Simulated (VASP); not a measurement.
Write the native input for VASP 6.6.1 that does the following.

* Task: single point
* Functional: PBEsol
* Potentials or basis: VASP PAW PBE potentials, release 64 (Lu)
* Cutoff: 520 eV
* k mesh: 8 × 8 × 11
* Occupations: fermi-dirac, width 0.1 eV
* Spin: no spin polarisation
* Dipole correction: no
* Further INCAR settings: ALGO = Normal; EDIFF = 1e-06; NBANDS = 44

The structure of Lu lies in POSCAR:

```
Lu
1.0
    5.2523264191      0.0000000000      0.0000000000
   -2.6261632095      4.5486481079      0.0000000000
    0.0000000000      0.0000000000      3.2988184018
Lu
3
Direct
    1.0000000000      0.0000000000      1.0000000000
    0.3333333333      0.6666666667      0.5000000000
    0.6666666667      0.3333333333      0.5000000000
```

This cell differs from its parent crystal: volume scaled by 0.96.

One way to write it, as run:

INCAR

```
ALGO     = Normal         # electronic algorithm
EDIFF    = 1E-6           # SCF threshold, eV
ENCUT    = 520            # plane-wave cutoff, eV
GGA      = PS             # functional
ISIF     = 2              # what is computed and relaxed
ISMEAR   = -1             # smearing method
LASPH    = T              # aspherical terms in the spheres
LCHARG   = F              # write CHGCAR
LREAL    = F              # projectors in reciprocal space
LWAVE    = F              # write WAVECAR
NBANDS   = 44             # bands
NELM     = 60             # most SCF steps
PREC     = Accurate       # precision mode
SIGMA    = 0.1            # smearing width, eV
```

KPOINTS

```
k-points
0
Gamma
  8 8 11
```

Potentials or basis: VASP PAW PBE potentials, release 64 (Lu).

The run is started by

```sh
$ cat potpaw_PBE.64/Lu/POTCAR > POTCAR
$ mpirun -np 1 vasp_std > vasp.out
```

It gave:

| Property | Result |
| --- | --- |
| Pressure | 2.9 GPa |

Caveat: the PAW data sets were made with another functional, which shifts forces and pressure a little.

Wall time 4.1 min on 1 thread of Intel Xeon 6975P-C, on a shared host, peak memory 0.31 GiB.
